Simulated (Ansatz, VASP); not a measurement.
Be3TeSe2 in VASP and in Ansatz

```
Be Te Se
1.0
     4.74457    0.00000    0.00000
    -2.37228    4.10892    0.00000
     0.00000    0.00000    7.07063
Be Te Se
3 1 2
Cartesian
  2.3723 1.3696 4.7110
  2.3723 1.3696 2.3596
  0.0000 0.0000 0.0000
  0.0000 2.7393 0.0000
  0.0000 2.7393 3.5353
  2.3723 1.3696 0.0000
```

Alike in both runs: task relaxation of cell and atoms; functional PBE; k mesh 3 × 3 × 2; occupations gaussian, width 0.15 eV; no spin polarisation.

|  | VASP | Ansatz |
| --- | --- | --- |
| version | VASP 6.6.1 | Ansatz 0.2.0 |
| potentials or method | VASP PAW PBE potentials, release 64 (Be, Te, Se), cutoff 600 eV | scalar-relativistic, plane waves, PAW |
| valence electrons in the cell | 24 | 54 |

VASP gave:

| Quantity | Value |
| --- | --- |
| gap on the k mesh at the Fermi level, each at its own relaxed structure (eV) | none |
| relaxed volume (Å³/atom) | 22.55 |
| relaxed length of the cell vector where the two differ most in proportion (Å) | 6.205 |

Q: Estimate Ansatz's values.

A: gap on the k mesh at the Fermi level, each at its own relaxed structure (eV): none; relaxed volume (Å³/atom): 22.55; relaxed length of the cell vector where the two differ most in proportion (Å): 6.203.

A gap of «none» marks a metal or a gap that the smearing closes. VASP's potentials hold 24 valence electrons a cell and Ansatz's 54, so a difference there can come from the potentials and not from the codes.

The k mesh is coarse, so the values compare programs but aren't converged. Neither program's run includes spin-orbit coupling.
